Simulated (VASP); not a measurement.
Here is a VASP 6.6.1 calculation.

The input INCAR:

```
PREC = Accurate
ENCUT = 520
EDIFF = 1E-6
ISMEAR = 0
SIGMA = 0.15
LREAL = False
LASPH = True
NELM = 100
ALGO = Normal
ISIF = 2
LWAVE = False
LCHARG = False
GGA = PE
IVDW = 12
NBANDS = 17
```

KPOINTS

```
Automatic mesh
0
Gamma
  16 16 16
```

The input POSCAR:

```
PbS
1.0
    3.3136025960      0.0000000000      0.0000000000
    0.0000000000      3.3136025960      0.0000000000
    0.0000000000      0.0000000000      3.8898813084
Pb S
1 1
Direct
    0.0000000000      0.0000000000      0.0000000000
    0.5000000000      0.5000000000      0.5000000000
```

Potentials or basis: VASP PAW PBE potentials, release 64 (Pb_d, S).

Run with:

```sh
$ cat potpaw_PBE.64/Pb_d/POTCAR potpaw_PBE.64/S/POTCAR > POTCAR
$ mpirun -np 1 vasp_std > vasp.out
```

What does it give for the dispersion energy per atom?

-0.427 eV.

What does it give for the band gap on the k mesh?

Zero (bands 10 and 11 overlap by 1.88 eV).

Stress tensor (GPa, compression positive):
```
11.57  0.00  0.00
 0.00 11.57  0.00
 0.00  0.00 -3.28
```

Caveat: the cell differs from its parent crystal (strain -0.080 along x and y, +0.080 along z); the cell stands under pressure; spin-orbit coupling is left out, which moves the levels of the heavy elements.
